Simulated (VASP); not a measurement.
Set up this calculation in VASP 6.6.1, as the native input.

- Task: single point
- Functional: PBE
- Potentials or basis: VASP PAW PBE potentials, release 64 (Li_sv, Cl)
- Cutoff: 520 eV
- k mesh: 6 × 6 × 6
- Occupations: gaussian, width 0.01 eV
- Spin: no spin polarisation
- Dipole correction: no
- Further INCAR settings: ALGO = Normal; EDIFF = 1e-07; NBANDS = 12

The structure of LiCl lies in POSCAR:

```
LiCl
1.0
    0.0000000000      2.5560252091      2.5560252091
    2.5560252091      0.0000000000      2.5560252091
    2.5560252091      2.5560252091      0.0000000000
Li Cl
1 1
Direct
    0.0000000000      0.0000000000      0.0000000000
    0.5000000000      0.5000000000      0.5000000000
```

These files were run (other wordings do the same):

INCAR

```
ALGO     = Normal         # electronic algorithm
EDIFF    = 1E-7           # SCF threshold, eV
ENCUT    = 520            # plane-wave cutoff, eV
GGA      = PE             # functional
ISIF     = 2              # what is computed and relaxed
ISMEAR   = 0              # smearing method
LASPH    = True           # aspherical terms in the spheres
LCHARG   = True           # write CHGCAR
LELF     = True           # ELF
LREAL    = False          # projectors in reciprocal space
LVHAR    = True         
LWAVE    = False          # write WAVECAR
NBANDS   = 12             # bands
NELM     = 60             # most SCF steps
PREC     = Accurate       # precision mode
SIGMA    = 0.01           # smearing width, eV
```

KPOINTS

```
k-points
0
Gamma
  6 6 6
```

Potentials or basis: VASP PAW PBE potentials, release 64 (Li_sv, Cl).

Run with:

```console
$ cat potpaw_PBE.64/Li_sv/POTCAR potpaw_PBE.64/Cl/POTCAR > POTCAR
$ mpirun -np 1 vasp_std > vasp.out
```

It gave:

The band gap on the k mesh is 6.40 eV, direct.

It took 18 s on 1 thread of Oxide Virtual Turin-like Processor, with other jobs on the host, peak memory 0.12 GiB.
